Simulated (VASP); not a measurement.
Ta: single point with PBEsol

Ta:

```
Ta
1.0
    -1.50421    1.50421    2.02827
     1.50421   -1.50421    2.02827
     1.50421    1.50421   -2.02827
Ta
1
Direct
  0.00000 0.00000 0.00000
```

| Item | Value |
| --- | --- |
| Program | VASP 6.6.1 |
| Task | single point |
| Functional | PBEsol |
| Potentials or basis | VASP PAW PBE potentials, release 64 (Ta_pv) |
| Cutoff | 520 eV |
| k mesh | 22 × 22 × 22 |
| Occupations | gaussian, width 0.15 eV |
| Spin | no spin polarisation |

| Item | Value |
| --- | --- |
| Pressure | -2.0 GPa |
| Band gap on the k mesh | zero (an odd number of electrons rules out a gap without spin polarisation) |

Stress tensor (GPa, compression positive):
```
 0.68  0.00  0.00
 0.00  0.68  0.00
 0.00  0.00 -7.26
```

Levels at points of the mesh, in eV from the Fermi level:
```csv
k point,band 2,band 3,band 4,band 5,band 6,band 7,band 8,band 9
"(0.00, 0.00, 0.00)",-33.47,-33.47,-8.21,0.27,0.27,0.88,3.09,3.93
"(0.50, 0.00, 0.00)",-33.65,-33.58,-4.70,-0.13,0.57,0.81,5.74,6.18
"(0.50, 0.50, 0.00)",-33.89,-33.78,-4.53,-3.37,2.78,5.89,6.34,6.99
"(0.50, 0.50, 0.50)",-33.92,-33.92,-4.46,-3.51,3.66,5.92,6.69,6.69
```

Wall time 110 s on 1 thread of AMD EPYC 9R45 96-Core Processor (Zen 5) (shared host), peak memory 0.26 GiB.

Caveat: the PAW data sets were made with another functional, which shifts forces and pressure a little; spin-orbit coupling is left out, which moves the levels of the heavy elements.
